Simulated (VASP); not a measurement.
# RbCl in VASP: further runs

The runs below take RbCl through single point, with PBEsol.

Program: VASP 6.6.1. These are calculated values, not measurements. Logs are shortened: lines on timing, memory, paths and dates and some standing lists are left out, and cuts for length are marked.

### Step 1. The cell of the first run

Symmetry: Fm-3m, No. 225, cubic system. Conventional cell: a = 6.548 Å, b = 6.548 Å, c = 6.548 Å, α = 90.00°, β = 90.00°, γ = 90.00°. Within 4.3 Å of Rb (site symmetry m-3m) lie 6 Cl at 3.27 Å. Within 4.3 Å of Cl (site symmetry m-3m) lie 6 Rb at 3.27 Å.

### Step 2. Single point, PBEsol

File INCAR:

```
PREC     = Accurate       # precision mode
ENCUT    = 500            # plane-wave cutoff, eV
EDIFF    = 1E-6           # SCF threshold, eV
ISMEAR   = -1             # smearing method
SIGMA    = 0.05           # smearing width, eV
LREAL    = F              # projectors in reciprocal space
LASPH    = T              # aspherical terms in the spheres
NELM     = 120            # most SCF steps
ALGO     = Normal         # electronic algorithm
ISIF     = 2              # what is computed and relaxed
LWAVE    = F              # write WAVECAR
LCHARG   = T              # write CHGCAR
GGA      = PS             # functional
LELF     = T              # ELF
LVHAR    = T            
NBANDS   = 15             # bands
GGA_COMPAT= F
```

File KPOINTS:

```
regular mesh
0
Gamma
  6 6 6
```

File POSCAR:

```
RbCl
1.0
    0.0000000000      3.2740000000      3.2740000000
    3.2740000000      0.0000000000      3.2740000000
    3.2740000000      3.2740000000      0.0000000000
Rb Cl
1 1
Direct
    0.0000000000      0.0000000000      0.0000000000
    0.5000000000      0.5000000000      0.5000000000
```

Potentials or basis: VASP PAW PBE potentials, release 64 (Rb_sv, Cl).

The run is started by

```
cat potpaw_PBE.64/Rb_sv/POTCAR potpaw_PBE.64/Cl/POTCAR > POTCAR
mpirun -np 1 vasp_std > vasp.out
```

OUTCAR:

```text
PREC = Accurate
   ENCUT = 500
   EDIFF = 1E-6
   ISMEAR = -1
   LREAL = F
   LASPH = T
   NELM = 120
   ISIF = 2
   GGA = PS

 ion  position               nearest neighbor table
   1  0.000  0.000  0.000-   2 3.27   2 3.27   2 3.27   2 3.27   2 3.27   2 3.27
   2  0.500  0.500  0.500-   1 3.27   1 3.27   1 3.27   1 3.27   1 3.27   1 3.27

  LATTYP: Found a face centered cubic cell.
 ALAT       =     6.5480000000

  Lattice vectors:

 A1 = (   0.0000000000,   3.2740000000,   3.2740000000)
 A2 = (   3.2740000000,   0.0000000000,   3.2740000000)
 A3 = (   3.2740000000,   3.2740000000,   0.0000000000)

Analysis of symmetry for initial positions (statically):
=====================================================================
 Subroutine PRICEL returns:
 Original cell was already a primitive cell.

 Routine SETGRP: Setting up the symmetry group for a
 face centered cubic supercell.

 Subroutine GETGRP returns: Found 48 space group operations
 (whereof 48 operations were pure point group operations)
 out of a pool of 48 trial point group operations.

The static configuration has the point symmetry O_h .

Analysis of symmetry for dynamics (positions and initial velocities):
=====================================================================
 Subroutine PRICEL returns:
 Original cell was already a primitive cell.

 Routine SETGRP: Setting up the symmetry group for a
 face centered cubic supercell.

 Subroutine GETGRP returns: Found 48 space group operations
 (whereof 48 operations were pure point group operations)
 out of a pool of 48 trial point group operations.

The dynamic configuration has the point symmetry O_h .

 Subroutine INISYM returns: Found 48 space group operations
 (whereof 48 operations are pure point group operations),
 and found     1 'primitive' translations

----------------------------------------------------------------------------------------

                                     Primitive cell

  volume of cell :      70.1885

  direct lattice vectors                    reciprocal lattice vectors
     0.000000000  3.274000000  3.274000000    -0.152718387  0.152718387  0.152718387
     3.274000000  0.000000000  3.274000000     0.152718387 -0.152718387  0.152718387
     3.274000000  3.274000000  0.000000000     0.152718387  0.152718387 -0.152718387

  length of vectors
     4.630135203  4.630135203  4.630135203     0.264516006  0.264516006  0.264516006

  position of ions in fractional coordinates (direct lattice)
     0.000000000  0.000000000  0.000000000
     0.500000000  0.500000000  0.500000000

  ion indices of the primitive-cell ions
[... 77 lines left out ...]
   NELECT =      16.0000    total number of electrons
   NUPDOWN=      -1.0000    fix difference up-down
   EMIN   =  10.00;   EMAX   =-10.00  energy-range for DOS
   EFERMI =   0.00;   METHOD = LEGACY
   ISMEAR =    -1;   SIGMA  =   0.05  broadening in eV -4-tet -1-fermi 0-gaus
   EFERMI_NEDOS =   21; number of points for ismear=-14 and -15
   IALGO  =     38    algorithm
   IMIX   =      4    mixing-type and parameters
     AMIX     =   0.40;   BMIX     =  1.00
     AMIX_MAG =   1.60;   BMIX_MAG =  1.00
  volume/ion in A,a.u.               =      35.09       236.83
  Fermi-wavevector in a.u.,A,eV,Ry     =   1.000060  1.889840 13.607465  1.000120
  Thomas-Fermi vector in A             =   2.132392
   LORBIT       =      0    0 simple, 1 ext, 2 COOP (PROOUT), +10 PAW based schemes
   GGA     = PS    functional components
   LHFCALC =     F    Hartree Fock is set to
   AEXX    =    0.0000 exact exchange contribution
   IVDW    =     0    specifies the selected vdW correction
   LEPSILON=     F    determine dielectric tensor
   LRPA    =     F    only Hartree local field effects (RPA)
 non-spin polarized calculation
  energy-cutoff  :      500.00
  volume of cell :       70.19
 maximum number of plane-waves:      1807
 NGX is ok and might be reduce to    36
   NGX = 17   NGY = 17   NGZ = 17

 number of electron      16.0000001 magnetization

 Free energy of the ion-electron system (eV)
  ---------------------------------------------------
  ext. energy  EPLUGINS =         0.00000000
  ---------------------------------------------------
  free energy    TOTEN  =        -6.89453412 eV

  energy without entropy =       -6.89453412  energy(sigma->0) =       -6.89453412

 E-fermi :  -0.7416     XC(G=0):  -7.5903

 val. band max:       -1.8940771804   @ k =   0.0000   0.0000   0.0000
 cond. band min:       2.9932217520   @ k =   0.0000   0.0000   0.0000
 fundamental gap:      4.8872989325
 Fermi energy:        -0.7416497862

 k-point     1 :       0.0000    0.0000    0.0000
  band No.  band energies     occupation
      1     -25.7352      2.00000
      2     -13.8769      2.00000
      3      -9.7951      2.00000
      4      -9.7951      2.00000
      5      -9.7951      2.00000
      6      -1.8941      2.00000
      7      -1.8941      2.00000
      8      -1.8941      2.00000
      9       2.9932      0.00000
     10       6.0188      0.00000
     11       6.0188      0.00000
     12       6.0188      0.00000
     13       7.0098      0.00000
     14       7.0098      0.00000
[... 257 lines left out ...]
      2     -13.8529      2.00000
      3     -10.0340      2.00000
      4      -9.9484      2.00000
      5      -9.8124      2.00000
      6      -2.2748      2.00000
      7      -2.1872      2.00000
      8      -2.0776      2.00000
      9       4.8957      0.00000
     10       6.5868      0.00000
     11       6.8739      0.00000
     12       7.9290      0.00000
     13       8.9508      0.00000
     14       9.9212      0.00000
     15      10.3917      0.00000

------------------------ aborting loop because EDIFF is reached ----------------------------------------

  FORCE on cell =-STRESS in cart. coord.  units (eV):
  Direction    XX          YY          ZZ          XY          YZ          ZX
  --------------------------------------------------------------------------------------
  -------------------------------------------------------------------------------------
  Total       -0.0104055     -0.0104055     -0.0104055     -0.0000000      0.0000000     -0.0000000
  in kB       -0.2375248     -0.2375248     -0.2375248     -0.0000000      0.0000000     -0.0000000
  external PRESSURE =      -0.2375248 kB  Pullay stress =       0.0000000 kB

 VOLUME and BASIS-vectors are now :
 -----------------------------------------------------------------------------
  energy-cutoff  :      500.00
  volume of cell :       70.19
      direct lattice vectors                 reciprocal lattice vectors
     0.000000000  3.274000000  3.274000000    -0.152718387  0.152718387  0.152718387
     3.274000000  0.000000000  3.274000000     0.152718387 -0.152718387  0.152718387
     3.274000000  3.274000000  0.000000000     0.152718387  0.152718387 -0.152718387

 POSITION                                       TOTAL-FORCE (eV/Angst)
 -----------------------------------------------------------------------------------
      0.00000      0.00000      0.00000         0.000000      0.000000     -0.000000
      3.27400      3.27400      3.27400        -0.000000     -0.000000      0.000000
 -----------------------------------------------------------------------------------
    total drift:                                0.000000      0.000000      0.000000

  FREE ENERGIE OF THE ION-ELECTRON SYSTEM (eV)
  ---------------------------------------------------
  free  energy   TOTEN  =        -6.8945341192 eV

  energy  without entropy=       -6.8945341192  energy(sigma->0) =       -6.89453412
```

OSZICAR:

```text
N       E                     dE             d eps       ncg     rms          rms(c)
DAV:   1     0.830564478352E+02    0.83056E+02   -0.66698E+03   480   0.893E+02
DAV:   2    -0.138979152202E+01   -0.84446E+02   -0.75737E+02   682   0.168E+02
DAV:   3    -0.705788206180E+01   -0.56681E+01   -0.56445E+01   627   0.444E+01
DAV:   4    -0.719863211849E+01   -0.14075E+00   -0.14073E+00   696   0.700E+00
DAV:   5    -0.720002298788E+01   -0.13909E-02   -0.13909E-02   643   0.657E-01    0.306E+00
DAV:   6    -0.690004730815E+01    0.29998E+00   -0.41193E-01   599   0.324E+00    0.229E+00
DAV:   7    -0.688130025920E+01    0.18747E-01   -0.94406E-02   627   0.169E+00    0.133E+00
DAV:   8    -0.689293658681E+01   -0.11636E-01   -0.14659E-02   609   0.747E-01    0.156E-01
DAV:   9    -0.689396607021E+01   -0.10295E-02   -0.12713E-03   627   0.188E-01    0.867E-02
DAV:  10    -0.689450497282E+01   -0.53890E-03   -0.49139E-04   522   0.130E-01    0.147E-02
DAV:  11    -0.689452681984E+01   -0.21847E-04   -0.27434E-05   620   0.324E-02    0.119E-02
DAV:  12    -0.689453411169E+01   -0.72918E-05   -0.18567E-05   522   0.230E-02    0.329E-03
DAV:  13    -0.689453411922E+01   -0.75318E-08   -0.30613E-07   534   0.393E-03
   1 F= -.68945341E+01 E0= -.68945341E+01  d E =-.234866E-10
```

stdout:

```text
POSCAR found type information on POSCAR RbCl
 POSCAR found :  2 types and       2 ions
 scaLAPACK will be used
 -----------------------------------------------------------------------------
|                                                                             |
|                                                                             |
|     You enforced a specific xc type in the INCAR file but a different       |
|     I HOPE YOU KNOW WHAT YOU ARE DOING!                                     |
|                                                                             |
 -----------------------------------------------------------------------------

 LDA part: xc-table for (Slater+PW92), standard interpolation
 POSCAR, INCAR and KPOINTS ok, starting setup
 FFT: planning ... GRIDC
 FFT: planning ... GRID_SOFT
 FFT: planning ... GRID
 WAVECAR not read
 entering main loop
```

Wall time 24 s (1 thread of Intel Xeon 8259CL, shared host); peak memory 0.2 GiB.

What came out:

| Quantity | Value |
| --- | --- |
| Free energy | -6.8945 eV |
| Pressure | 0.0 GPa |
| Band gap on the k mesh | 4.89 eV, direct |

Levels at points of the mesh, in eV from the valence-band top:
```
           k point  band 5  band 6  band 7  band 8  band 9  band 10  band 11  band 12
(0.00, 0.00, 0.00)   -7.90    0.00    0.00    0.00    4.89     7.91     7.91     7.91
(0.50, 0.00, 0.00)   -7.87   -0.91   -0.36   -0.36    7.65     7.92    10.14    10.14
(0.50, 0.50, 0.00)   -8.01   -0.33   -0.10   -0.10    6.07     8.01     9.64    10.04
```

Caveat: the PAW data sets were made with another functional, which shifts forces and pressure a little.

### Step 3. Single point, PBEsol

File INCAR:

```
ALGO = Normal ; EDIFF = 1E-6
ENCUT = 500 ; GGA = PS
GGA_COMPAT = False ; ISIF = 2
ISMEAR = -1 ; LASPH = True
LCHARG = False ; LREAL = False
LWAVE = False ; NBANDS = 15
NELM = 120 ; PREC = Accurate
SIGMA = 0.05
```

File KPOINTS:

```
k-points
0
Gamma
  6 6 6
```

File POSCAR:

```
RbCl
1.0
   -0.0327400000      3.2740000000      3.2740000000
    3.2740000000     -0.0327400000      3.2740000000
    3.2412600000      3.2412600000      0.0000000000
Rb Cl
1 1
Direct
    0.0000000000      0.0000000000      0.0000000000
    0.5000000000      0.5000000000      0.5000000000
```

Potentials or basis: VASP PAW PBE potentials, release 64 (Rb_sv, Cl).

The run is started by

```
cat potpaw_PBE.64/Rb_sv/POTCAR potpaw_PBE.64/Cl/POTCAR > POTCAR
mpirun -np 1 vasp_std > vasp.out
```

It took 57 s on 1 thread of Intel Xeon 8259CL, shared host; peak memory 0.22 GiB.

The run converged. Its results:

* Free energy: -6.8941 eV
* Pressure: 0.0 GPa
* Band gap on the k mesh: 4.87 eV, direct

Stress tensor (GPa, compression positive):
```
-0.02  0.10  0.00
 0.10 -0.02  0.00
 0.00  0.00 -0.03
```

Levels at points of the mesh, in eV from the valence-band top:
```tsv
k point	band 5	band 6	band 7	band 8	band 9	band 10	band 11	band 12
(0.00, 0.00, 0.00)	-7.91	-0.03	-0.01	0.00	4.87	7.81	7.90	7.99
(0.50, 0.00, 0.00)	-7.88	-0.93	-0.38	-0.35	7.63	7.87	10.05	10.17
(0.50, 0.50, 0.00)	-8.02	-0.34	-0.13	-0.10	6.06	8.00	9.63	10.02
(0.00, 0.00, 0.50)	-7.89	-0.93	-0.40	-0.38	7.64	7.93	10.09	10.21
(0.50, 0.00, 0.50)	-8.03	-0.34	-0.12	-0.12	6.06	7.99	9.63	10.02
```

Caveat: the PAW data sets were made with another functional, which shifts forces and pressure a little.

### Step 4. Single point, PBEsol

File INCAR:

```
PREC = Accurate
ENCUT = 500
EDIFF = 1E-6
ISMEAR = -1
SIGMA = 0.05
LREAL = False
LASPH = True
NELM = 120
ALGO = Normal
ISIF = 2
LWAVE = False
LCHARG = False
GGA = PS
NBANDS = 15
GGA_COMPAT = False
```

File KPOINTS:

```
regular mesh
0
Gamma
  6 6 6
```

File POSCAR:

```
RbCl
1.0
   -0.0163700000      3.2740000000      3.2740000000
    3.2740000000     -0.0163700000      3.2740000000
    3.2576300000      3.2576300000      0.0000000000
Rb Cl
1 1
Direct
    0.0000000000      0.0000000000      0.0000000000
    0.5000000000      0.5000000000      0.5000000000
```

Potentials or basis: VASP PAW PBE potentials, release 64 (Rb_sv, Cl).

The run is started by

```
cat potpaw_PBE.64/Rb_sv/POTCAR potpaw_PBE.64/Cl/POTCAR > POTCAR
mpirun -np 1 vasp_std > vasp.out
```

OUTCAR:

```text
PREC = Accurate
   ENCUT = 500
   EDIFF = 1E-6
   ISMEAR = -1
   LREAL = False
   LASPH = True
   NELM = 120
   ISIF = 2
   GGA = PS

 ion  position               nearest neighbor table
   1  0.000  0.000  0.000-   2 3.27   2 3.27   2 3.27   2 3.27   2 3.27   2 3.27
   2  0.500  0.500  0.500-   1 3.27   1 3.27   1 3.27   1 3.27   1 3.27   1 3.27

  LATTYP: Found a body centered orthorhombic cell.
 ALAT       =     4.6069845272
 B/A-ratio  =     1.0100502513
 C/A-ratio  =     1.4213201632

  Lattice vectors:

 A1 = (   0.0163700000,  -3.2740000000,  -3.2740000000)
 A2 = (  -0.0163700000,   3.2740000000,  -3.2740000000)
 A3 = (   3.2740000000,  -0.0163700000,   3.2740000000)

Analysis of symmetry for initial positions (statically):
=====================================================================
 Subroutine PRICEL returns:
 Original cell was already a primitive cell.

 Routine SETGRP: Setting up the symmetry group for a
 body centered orthorhombic supercell.

 Subroutine GETGRP returns: Found  8 space group operations
 (whereof  8 operations were pure point group operations)
 out of a pool of  8 trial point group operations.

The static configuration has the point symmetry D_2h.

Analysis of symmetry for dynamics (positions and initial velocities):
=====================================================================
 Subroutine PRICEL returns:
 Original cell was already a primitive cell.

 Routine SETGRP: Setting up the symmetry group for a
 body centered orthorhombic supercell.

 Subroutine GETGRP returns: Found  8 space group operations
 (whereof  8 operations were pure point group operations)
 out of a pool of  8 trial point group operations.

The dynamic configuration has the point symmetry D_2h.

 Subroutine INISYM returns: Found  8 space group operations
 (whereof  8 operations are pure point group operations),
 and found     1 'primitive' translations

[... 116 lines left out ...]
  Fermi-wavevector in a.u.,A,eV,Ry     =   1.000069  1.889856 13.607691  1.000137
  Thomas-Fermi vector in A             =   2.132401
   LORBIT       =      0    0 simple, 1 ext, 2 COOP (PROOUT), +10 PAW based schemes
   GGA     = PS    functional components
   LHFCALC =     F    Hartree Fock is set to
   AEXX    =    0.0000 exact exchange contribution
   IVDW    =     0    specifies the selected vdW correction
   LEPSILON=     F    determine dielectric tensor
   LRPA    =     F    only Hartree local field effects (RPA)
 non-spin polarized calculation
  energy-cutoff  :      500.00
  volume of cell :       70.19
 maximum number of plane-waves:      1807
 NGX is ok and might be reduce to    36
   NGX = 17   NGY = 17   NGZ = 17

 number of electron      16.0000001 magnetization

 Free energy of the ion-electron system (eV)
  ---------------------------------------------------
  ext. energy  EPLUGINS =         0.00000000
  ---------------------------------------------------
  free energy    TOTEN  =        -6.89443118 eV

  energy without entropy =       -6.89443118  energy(sigma->0) =       -6.89443118

 E-fermi :  -0.7410     XC(G=0):  -7.5905

 val. band max:       -1.8872896874   @ k =   0.0000   0.0000   0.0000
 cond. band min:       2.9932320957   @ k =   0.0000   0.0000   0.0000
 fundamental gap:      4.8805217831
 Fermi energy:        -0.7410488722

 k-point     1 :       0.0000    0.0000    0.0000
  band No.  band energies     occupation
      1     -25.7353      2.00000
      2     -13.8767      2.00000
      3      -9.7960      2.00000
      4      -9.7952      2.00000
      5      -9.7943      2.00000
      6      -1.9001      2.00000
      7      -1.8939      2.00000
      8      -1.8873      2.00000
      9       2.9932      0.00000
     10       5.9766      0.00000
     11       6.0190      0.00000
     12       6.0618      0.00000
     13       7.0101      0.00000
     14       7.0107      0.00000
[... 401 lines left out ...]
      2     -13.8562      2.00000
      3     -10.0069      2.00000
      4      -9.8834      2.00000
      5      -9.8745      2.00000
      6      -2.3080      2.00000
      7      -2.1271      2.00000
      8      -2.0711      2.00000
      9       4.6220      0.00000
     10       6.0895      0.00000
     11       7.6841      0.00000
     12       8.3910      0.00000
     13       8.4636      0.00000
     14       9.3682      0.00000
     15       9.9438      0.00000

 [... further k-points ...]
[... 5 lines left out ...]
  --------------------------------------------------------------------------------------
  -------------------------------------------------------------------------------------
  Total       -0.0106315     -0.0106315     -0.0108214      0.0222082      0.0000000      0.0000000
  in kB       -0.2426890     -0.2426890     -0.2470245      0.5069538      0.0000000      0.0000000
  external PRESSURE =      -0.2441341 kB  Pullay stress =       0.0000000 kB

 VOLUME and BASIS-vectors are now :
 -----------------------------------------------------------------------------
  energy-cutoff  :      500.00
  volume of cell :       70.19
      direct lattice vectors                 reciprocal lattice vectors
    -0.016370000  3.274000000  3.274000000    -0.151958594  0.151958594  0.152718387
     3.274000000 -0.016370000  3.274000000     0.151958594 -0.151958594  0.152718387
     3.257630000  3.257630000  0.000000000     0.153485816  0.153485816 -0.152718387

 POSITION                                       TOTAL-FORCE (eV/Angst)
 -----------------------------------------------------------------------------------
      0.00000      0.00000      0.00000         0.000000     -0.000000      0.000000
      3.25763      3.25763      3.27400        -0.000000      0.000000     -0.000000
 -----------------------------------------------------------------------------------
    total drift:                                0.000000      0.000000      0.000000

  FREE ENERGIE OF THE ION-ELECTRON SYSTEM (eV)
  ---------------------------------------------------
  free  energy   TOTEN  =        -6.8944311817 eV

  energy  without entropy=       -6.8944311817  energy(sigma->0) =       -6.89443118
```

It took 67 s on 1 thread of Intel Xeon 8259CL, shared host; peak memory 0.22 GiB.

Results:

* Free energy: -6.8944 eV
* Pressure: 0.0 GPa
* Band gap on the k mesh: 4.88 eV, direct

Caveat: the PAW data sets were made with another functional, which shifts forces and pressure a little.

(Continued in part 2 of 2.)
